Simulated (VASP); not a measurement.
Crystal: CoO.

```
Co O
1.0
     1.52528    0.88062    2.47203
    -1.52528    0.88062    2.47203
     0.00000   -1.76124    2.47203
Co O
1 1
Cartesian
  0.0000 0.0000 0.0000
  0.0000 0.0000 3.7081
```

Base run:

```yaml
Program: VASP 6.6.1
Functional: r2SCAN
Potentials_or_basis: VASP PAW PBE potentials, release 64 (Co, O)
Cutoff: 660 eV
k_mesh: 11 × 11 × 11
Occupations: fermi-dirac, width 0.05 eV
Spin: collinear spin, ferromagnetic start
Starting_moments: "[2.0, 0.0] μB"
```

Its results: band gap on the k mesh zero (filled and empty bands overlap); pressure -11.1 GPa; net moment 3.00 μB per cell; site moments Co +2.69; O +0.28 μB.

Task: The run is repeated on the same cell with these changes: functional from r2SCAN to PBEsol; cutoff from 660 eV to 520 eV; further incar settings from ALGO = Normal; EDIFF = 1e-06; NBANDS = 18 to ALGO = Normal; EDIFF = 1e-07; NBANDS = 18. What comes out?

Result: Band gap on the k mesh zero (filled and empty bands overlap); pressure -15.4 GPa; net moment 2.98 μB per cell; site moments Co +2.60; O +0.33 μB.

Caveats: the cell stands under tension; the PAW data sets were made with another functional, which shifts forces and pressure a little; a cell with one magnetic atom can't hold antiferromagnetic order, which such compounds often take; semilocal functionals often make such compounds metallic where correlation or magnetic order opens a gap, which also shifts bond lengths.
